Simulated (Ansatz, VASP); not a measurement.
Si in VASP and in Ansatz

```xyz
4
Lattice="3.8017 0.0000 0.0000 -1.9008 3.2924 0.0000 0.0000 0.0000 6.2887" Properties=species:S:1:pos:R:3 pbc="T T T"
Si    0.0000    2.1949    0.2764
Si    1.9008    1.0975    3.4208
Si    0.0000    2.1949    2.8679
Si    1.9008    1.0975    6.0123
```

Alike in both runs: task single point; functional LDA; k mesh 12 × 12 × 6; occupations gaussian, width 0.03 eV; no spin polarisation.

|  | VASP | Ansatz |
| --- | --- | --- |
| version | VASP 6.6.1 | Ansatz 0.2.0 |
| potentials or method | VASP PAW LDA potentials, release 64 (Si), cutoff 520 eV | scalar-relativistic, plane waves, PAW |
| valence electrons in the cell | 16 | 16 |

VASP gave:

- gap on the k mesh at the Fermi level (eV): none
- pressure (GPa): 1.8
- traceless stress, the component that is largest in VASP (GPa): -8.33
- rms of the force components (eV/Å): 1.130

Question: What did Ansatz give for the same quantities?

Answer: gap on the k mesh at the Fermi level (eV): none; pressure (GPa): 1.7; traceless stress, the component that is largest in VASP (GPa): -8.31; rms of the force components (eV/Å): 1.129.

Ansatz warns that its potentials were made for another functional, while VASP's fit it. LDA's correlation is that of Perdew and Zunger in VASP and of Perdew and Wang (1992) in Ansatz. Atom by atom the forces differ by 0.001 eV/Å (rms over components). A gap of «none» marks a metal or a gap that the smearing closes.
